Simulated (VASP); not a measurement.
# Sb3S2 (P4/mmm) in VASP: a series of runs

Runs on Sb3S2. Level: PBE. Tasks: relaxation of cell and atoms, single point.

All numbers are computed with VASP 6.6.1; they aren't measurements. Logs are shortened: lines on timing, memory, paths and dates and some standing lists are left out, and cuts for length are marked.

### Step 1. The cell of the first run

It takes space group P4/mmm (No. 123, tetragonal). Conventional cell: a = 5.252 Å, b = 5.252 Å, c = 5.178 Å, α = 90.00°, β = 90.00°, γ = 90.00°. Within 3.5 Å of Sb (site symmetry mmm) lie 2 Sb at 2.63 Å and 4 S at 2.97 Å. Within 3.5 Å of Sb (site symmetry 4/mmm) lie 4 Sb at 2.63 Å. Within 3.2 Å of S (site symmetry 4mm) lie 2 S at 2.41 to 2.77 Å and 4 Sb at 2.97 Å.

The cell was built from a structure type or drawn by symmetry, and may not be a known phase.

### Step 2. Relaxation of cell and atoms, PBE

Contents of INCAR:

```
PREC     = Accurate       # precision mode
ENCUT    = 600            # plane-wave cutoff, eV
EDIFF    = 1E-6           # SCF threshold, eV
ISMEAR   = 0              # smearing method
SIGMA    = 0.1            # smearing width, eV
LREAL    = F              # projectors in reciprocal space
LASPH    = T              # aspherical terms in the spheres
NELM     = 80             # most SCF steps
ALGO     = Normal         # electronic algorithm
ISIF     = 3              # what is computed and relaxed
LWAVE    = F              # write WAVECAR
LCHARG   = F              # write CHGCAR
GGA      = PE             # functional
IBRION   = 2              # ionic algorithm
NSW      = 90             # ionic steps
EDIFFG   = -0.04          # ionic threshold
```

Contents of KPOINTS:

```
Automatic mesh
0
Gamma
  4 4 4
```

Contents of POSCAR:

```
Sb3S2
1.0
    5.2522495700      0.0000000000      0.0000000000
    0.0000000000      5.2522495700      0.0000000000
    0.0000000000      0.0000000000      5.1782972100
Sb S
3 2
Direct
    0.5000000000      0.0000000000      0.5000000000
    0.0000000000      0.5000000000      0.5000000000
    0.0000000000      0.0000000000      0.5000000000
    0.5000000000      0.5000000000      0.2328696800
    0.5000000000      0.5000000000      0.7671303200
```

Potentials or basis: VASP PAW PBE potentials, release 64 (Sb, S).

Launch:

```bash
$ cat potpaw_PBE.64/Sb/POTCAR potpaw_PBE.64/S/POTCAR > POTCAR
$ mpirun -np 1 vasp_std > vasp.out
```

OUTCAR:

```text
PREC = Accurate
   ENCUT = 600
   EDIFF = 1E-6
   ISMEAR = 0
   LREAL = F
   LASPH = T
   NELM = 80
   ISIF = 3
   GGA = PE
   IBRION = 2
   NSW = 90
   EDIFFG = -0.04

 ion  position               nearest neighbor table
   1  0.500  0.000  0.500-   3 2.63   3 2.63   5 2.97   4 2.97   5 2.97   4 2.97   2 3.71   2 3.71
                             2 3.71   2 3.71
   2  0.000  0.500  0.500-   3 2.63   3 2.63   5 2.97   4 2.97   4 2.97   5 2.97   1 3.71   1 3.71
                             1 3.71   1 3.71
   3  0.000  0.000  0.500-   1 2.63   2 2.63   2 2.63   1 2.63
   4  0.500  0.500  0.233-   5 2.41   5 2.77   2 2.97   1 2.97   1 2.97   2 2.97
   5  0.500  0.500  0.767-   4 2.41   4 2.77   1 2.97   2 2.97   1 2.97   2 2.97

  LATTYP: Found a simple tetragonal cell.
 ALAT       =     5.2522495700
 C/A-ratio  =     0.9859198694

  Lattice vectors:

 A1 = (   5.2522495700,   0.0000000000,   0.0000000000)
 A2 = (   0.0000000000,   5.2522495700,   0.0000000000)
 A3 = (   0.0000000000,   0.0000000000,   5.1782972100)

Analysis of symmetry for initial positions (statically):
=====================================================================
 Subroutine PRICEL returns:
 Original cell was already a primitive cell.

 Routine SETGRP: Setting up the symmetry group for a
 simple tetragonal supercell.

 Subroutine GETGRP returns: Found 16 space group operations
 (whereof 16 operations were pure point group operations)
 out of a pool of 16 trial point group operations.

The static configuration has the point symmetry D_4h.

Analysis of symmetry for dynamics (positions and initial velocities):
=====================================================================
 Subroutine PRICEL returns:
 Original cell was already a primitive cell.

 Routine SETGRP: Setting up the symmetry group for a
 simple tetragonal supercell.

 Subroutine GETGRP returns: Found 16 space group operations
 (whereof 16 operations were pure point group operations)
 out of a pool of 16 trial point group operations.

The dynamic configuration has the point symmetry D_4h.

 Subroutine INISYM returns: Found 16 space group operations
 (whereof 16 operations are pure point group operations),
 and found     1 'primitive' translations

----------------------------------------------------------------------------------------

                                     Primitive cell

  volume of cell :     142.8492

  direct lattice vectors                    reciprocal lattice vectors
     5.252249570  0.000000000  0.000000000     0.190394608  0.000000000  0.000000000
     0.000000000  5.252249570  0.000000000     0.000000000  0.190394608  0.000000000
     0.000000000  0.000000000  5.178297210     0.000000000  0.000000000  0.193113674

  length of vectors
[... 84 lines left out ...]
   NSW    =     90    number of steps for IOM
   IBRION =      2    ionic relax: 0-MD 1-quasi-New 2-CG
   NFREE  =      1    steps in history (QN), initial steepest desc. (CG)
   ISIF   =      3    stress and relaxation
   ISYM   =      2    0-nonsym 1-usesym 2-fastsym
   POTIM  = 0.5000    time-step for ionic-motion
   TEBEG  =    0.0;   TEEND  =   0.0 temperature during run
   PSTRESS=    0.0 pullay stress
   NELECT =      27.0000    total number of electrons
   NUPDOWN=      -1.0000    fix difference up-down
   EMIN   =  10.00;   EMAX   =-10.00  energy-range for DOS
   EFERMI =   0.00;   METHOD = LEGACY
   ISMEAR =     0;   SIGMA  =   0.10  broadening in eV -4-tet -1-fermi 0-gaus
   EFERMI_NEDOS =   21; number of points for ismear=-14 and -15
   IALGO  =     38    algorithm
   IMIX   =      4    mixing-type and parameters
     AMIX     =   0.40;   BMIX     =  1.00
     AMIX_MAG =   1.60;   BMIX_MAG =  1.00
  volume/ion in A,a.u.               =      28.57       192.80
  Fermi-wavevector in a.u.,A,eV,Ry     =   0.939515  1.775425 12.009695  0.882688
  Thomas-Fermi vector in A             =   2.066834
   LORBIT       =      0    0 simple, 1 ext, 2 COOP (PROOUT), +10 PAW based schemes
   GGA     = PE    functional components
   LHFCALC =     F    Hartree Fock is set to
   AEXX    =    0.0000 exact exchange contribution
   IVDW    =     0    specifies the selected vdW correction
   LEPSILON=     F    determine dielectric tensor
   LRPA    =     F    only Hartree local field effects (RPA)
 conjugate gradient relaxation of ions
 non-spin polarized calculation
 Gauss-broadening in eV      SIGMA  =   0.10
  energy-cutoff  :      600.00
  volume of cell :      142.85
 maximum number of plane-waves:      4785
 NGX is ok and might be reduce to    42
   NGX = 21   NGY = 21   NGZ = 21

--------------------------------------- Ionic step        1  -------------------------------------------

 number of electron      27.0000002 magnetization

 Free energy of the ion-electron system (eV)
  ---------------------------------------------------
  ext. energy  EPLUGINS =         0.00000000
  ---------------------------------------------------
  free energy    TOTEN  =       -17.41875131 eV

  energy without entropy =      -17.40905875  energy(sigma->0) =      -17.41390503

 E-fermi :   5.5506     XC(G=0):  -8.8316

 val. band max:        5.5137952714   @ k =   0.5000   0.2500   0.5000
 cond. band min:       5.7270314407   @ k =   0.2500   0.2500   0.5000
 fundamental gap:      0.2132361693
 Fermi energy:         5.5505823910

 k-point     1 :       0.0000    0.0000    0.0000
  band No.  band energies     occupation
      1      -9.3948      2.00000
      2      -6.4728      2.00000
      3      -5.8310      2.00000
      4      -3.1839      2.00000
      5      -1.0916      2.00000
      6      -1.0252      2.00000
[... 459 lines left out ...]
  FREE ENERGIE OF THE ION-ELECTRON SYSTEM (eV)
  ---------------------------------------------------
  free  energy   TOTEN  =       -18.5009243746 eV

  energy  without entropy=      -18.4828073904  energy(sigma->0) =      -18.49186588

[... ionic steps 4 to 9 ...]

--------------------------------------- Ionic step       10  -------------------------------------------

 number of electron      26.9999996 magnetization

------------------------ aborting loop because EDIFF is reached ----------------------------------------
[... 73 lines left out ...]
--------------------------------------- Ionic step       12  -------------------------------------------

 number of electron      26.9999996 magnetization

 Free energy of the ion-electron system (eV)
  ---------------------------------------------------
  ext. energy  EPLUGINS =         0.00000000
  ---------------------------------------------------
  free energy    TOTEN  =       -18.65262794 eV

  energy without entropy =      -18.63781889  energy(sigma->0) =      -18.64522341

 E-fermi :   4.3843     XC(G=0):  -8.5134

 val. band max:        4.3818310278   @ k =   0.5000   0.5000   0.5000
 cond. band min:       4.3849982773   @ k =   0.5000   0.2500   0.5000
 fundamental gap:      0.0031672495
 Fermi energy:         4.3842887686

 k-point     1 :       0.0000    0.0000    0.0000
  band No.  band energies     occupation
      1     -10.0993      2.00000
      2      -6.6944      2.00000
      3      -6.0758      2.00000
      4      -4.2849      2.00000
      5      -1.9181      2.00000
      6      -1.3466      2.00000
[... 381 lines left out ...]
  FREE ENERGIE OF THE ION-ELECTRON SYSTEM (eV)
  ---------------------------------------------------
  free  energy   TOTEN  =       -18.6526279383 eV

  energy  without entropy=      -18.6378188917  energy(sigma->0) =      -18.64522341

 reached required accuracy - stopping structural energy minimisation
```

OSZICAR:

```text
N       E                     dE             d eps       ncg     rms          rms(c)
DAV:   1     0.188340061969E+03    0.18834E+03   -0.10796E+04   612   0.142E+03
DAV:   2     0.489222754671E+00   -0.18785E+03   -0.18596E+03   803   0.229E+02
DAV:   3    -0.171849937097E+02   -0.17674E+02   -0.17252E+02   807   0.766E+01
[... 123 lines left out ...]
DAV:   5    -0.186526173774E+02   -0.24145E-05   -0.62565E-05   784   0.476E-02    0.195E-02
DAV:   6    -0.186526228270E+02   -0.54496E-05   -0.14042E-05   671   0.224E-02    0.909E-03
DAV:   7    -0.186526265461E+02   -0.37191E-05   -0.46464E-06   530   0.120E-02    0.304E-03
DAV:   8    -0.186526275716E+02   -0.10255E-05   -0.11057E-06   424   0.619E-03    0.165E-03
DAV:   9    -0.186526279383E+02   -0.36666E-06   -0.40641E-07   328   0.377E-03
  12 F= -.18652628E+02 E0= -.18645223E+02  d E =-.328064E-02
```

CONTCAR:

```text
Sb3S2
   1.00000000000000
     5.6558691045659488   -0.0000000000000000   -0.0000000000000000
     0.0000000000000000    5.6558691045659488   -0.0000000000000000
     0.0000000000000000    0.0000000000000000    4.9365505120948763
  Sb              S
     3     2
Direct
     0.5000000000000000    0.0000000000000000    0.5000000000000000
     0.0000000000000000    0.5000000000000000    0.5000000000000000
     0.0000000000000000    0.0000000000000000    0.5000000000000000
     0.5000000000000000    0.5000000000000000    0.2582768066574599
     0.5000000000000000    0.5000000000000000    0.7417231933425401

  0.00000000E+00  0.00000000E+00  0.00000000E+00
  0.00000000E+00  0.00000000E+00  0.00000000E+00
  0.00000000E+00  0.00000000E+00  0.00000000E+00
  0.00000000E+00  0.00000000E+00  0.00000000E+00
  0.00000000E+00  0.00000000E+00  0.00000000E+00
```

Wall time 12 min (1 thread of Intel Xeon 8259CL, shared host); peak memory 0.29 GiB.

Results:

- Free energy: -18.6526 eV
- Relaxed volume: 31.58 Å³/atom
- Relaxed cell: a = 5.656 Å, b = 5.656 Å, c = 4.937 Å, α = 90.00°, β = 90.00°, γ = 90.00°
- Space group after relaxing (to 0.1 Å): P4/mmm (No. 123)
- Energy gained by relaxing: 246.8 meV/atom
- Ionic steps: 12
- Pressure after relaxing: 0.0 GPa
- Largest force after relaxing: 0.020 eV/Å
- Band gap on the k mesh: zero (an odd number of electrons rules out a gap without spin polarisation)

Forces on the atoms (eV/Å):
```
Sb   0.000  0.000  0.000
Sb   0.000  0.000  0.000
Sb   0.000  0.000  0.000
S    0.000  0.000 -0.020
S    0.000  0.000  0.020
```

Stress tensor (GPa, compression positive):
```
0.00 0.00 0.00
0.00 0.00 0.00
0.00 0.00 0.12
```

The path:
```csv
step,energy change (eV),largest force (eV/Å),pressure (GPa),volume (Å³)
1,0.0000,0.1366,10.87,142.85
2,-0.5447,0.0780,-5.55,185.28
3,-1.0822,0.3605,-1.22,164.98
4,-1.0823,0.3627,-1.07,164.53
5,-1.1548,0.4218,-0.63,160.55
6,-1.1790,0.4378,-0.14,157.20
7,-1.1792,0.4363,-0.07,156.75
8,-1.2014,0.3765,0.33,155.46
9,-1.2161,0.1702,0.90,153.89
10,-1.2297,0.0223,0.28,156.32
11,-1.2306,0.0883,0.07,157.24
12,-1.2339,0.0202,0.04,157.91
```

Final structure:
```yaml
crystal:
  lattice:
    - [5.65587, 0.00000, 0.00000]
    - [0.00000, 5.65587, 0.00000]
    - [0.00000, 0.00000, 4.93655]
  atoms:
    - { symbol: Sb, position: [0.50000, 0.00000, 0.50000] }
    - { symbol: Sb, position: [0.00000, 0.50000, 0.50000] }
    - { symbol: Sb, position: [0.00000, 0.00000, 0.50000] }
    - { symbol: S, position: [0.50000, 0.50000, 0.25828] }
    - { symbol: S, position: [0.50000, 0.50000, 0.74172] }
```

Levels at points of the mesh, in eV from the Fermi level:
| k point | band 11 | band 12 | band 13 | band 14 | band 15 | band 16 |
| --- | --- | --- | --- | --- | --- | --- |
| (0.00, 0.00, 0.00) | -1.83 | -1.00 | -1.00 | 0.08 | 2.41 | 2.41 |
| (0.50, 0.00, 0.00) | -0.98 | -0.80 | -0.22 | 0.09 | 1.31 | 2.14 |
| (0.50, 0.50, 0.00) | -0.68 | -0.39 | -0.07 | 0.39 | 0.99 | 0.99 |
| (0.00, 0.00, 0.50) | -2.38 | -2.38 | -1.65 | -0.80 | -0.75 | 1.74 |
| (0.50, 0.00, 0.50) | -1.79 | -1.38 | -0.91 | -0.61 | -0.57 | 1.57 |
| (0.50, 0.50, 0.50) | -1.43 | -0.73 | -0.38 | 0.00 | 0.52 | 0.86 |

Caveat: spin-orbit coupling is left out, which moves the levels of the heavy elements.

### Step 3. Single point, PBE

This run uses another cell than the first one, of 31.74 Å³/atom.

Contents of INCAR:

```
SYSTEM = Sb3S2
  PREC = Accurate
  ENCUT = 520
  EDIFF = 1E-6
  ISMEAR = 0
  SIGMA = 0.1
  LREAL = .False.
  LASPH = .True.
  NELM = 100
  ALGO = Normal
  ISIF = 2
  LWAVE = .False.
  LCHARG = .False.
  GGA = PE
  NBANDS = 22
```

Contents of KPOINTS:

```
Automatic mesh
0
Gamma
  8 8 8
  0 0 0
```

Contents of POSCAR:

```
Sb3S2
1.0
    5.7747596655      0.0000000000      0.0000000000
    0.0000000000      5.7747596655      0.0000000000
    0.0000000000      0.0000000000      4.7582968273
Sb S
3 2
Direct
    0.5000000000      0.0000000000      0.5000000000
    0.0000000000      0.5000000000      0.5000000000
    0.0000000000      0.0000000000      0.5000000000
    0.5000000000      0.5000000000      0.2123302796
    0.5000000000      0.5000000000      0.7876697204
```

Potentials or basis: VASP PAW PBE potentials, release 64 (Sb, S).

Launch:

```bash
$ cat potpaw_PBE.64/Sb/POTCAR potpaw_PBE.64/S/POTCAR > POTCAR
$ mpirun -np 1 vasp_std > vasp.out
```

Wall time 4.9 min (1 thread of Intel Xeon 8259CL, shared host); peak memory 0.41 GiB.

Results (log left out):

```
Free energy            : -18.5967 eV
Pressure               : -0.1 GPa
Largest force          : 0.146 eV/Å
Band gap on the k mesh : zero (an odd number of electrons rules out a gap without spin polarisation)
```

Forces in eV/Å, atoms in the order of the input:
```
Sb   0.000  0.000  0.000
Sb   0.000  0.000  0.000
Sb   0.000  0.000  0.000
S    0.000  0.000 -0.146
S    0.000  0.000  0.146
```

Stress tensor (GPa, compression positive):
```
-0.03  0.00  0.00
 0.00 -0.03  0.00
 0.00  0.00 -0.32
```

Levels at points of the mesh, in eV from the Fermi level:
```tsv
k point	band 10	band 11	band 12	band 13	band 14	band 15	band 16	band 17	band 18	band 19
(0.00, 0.00, 0.00)	-3.62	-1.50	-0.77	-0.77	0.30	1.07	1.07	2.47	3.28	3.45
(0.50, 0.00, 0.00)	-2.17	-0.75	-0.74	0.02	0.23	0.69	0.91	1.95	2.41	3.96
(0.50, 0.50, 0.00)	-1.84	-0.54	-0.13	-0.08	0.39	0.78	0.78	1.32	1.75	1.75
(0.00, 0.00, 0.50)	-3.71	-2.68	-2.68	-2.47	-0.91	1.02	1.42	2.96	2.96	4.01
(0.50, 0.00, 0.50)	-3.42	-1.52	-1.46	-1.19	-0.78	0.90	1.05	1.39	2.31	2.78
(0.50, 0.50, 0.50)	-1.37	-1.37	-1.09	-0.01	-0.01	0.02	0.61	0.99	0.99	1.48
```

Caveat: spin-orbit coupling is left out, which moves the levels of the heavy elements.

[end of part 1 of 2]
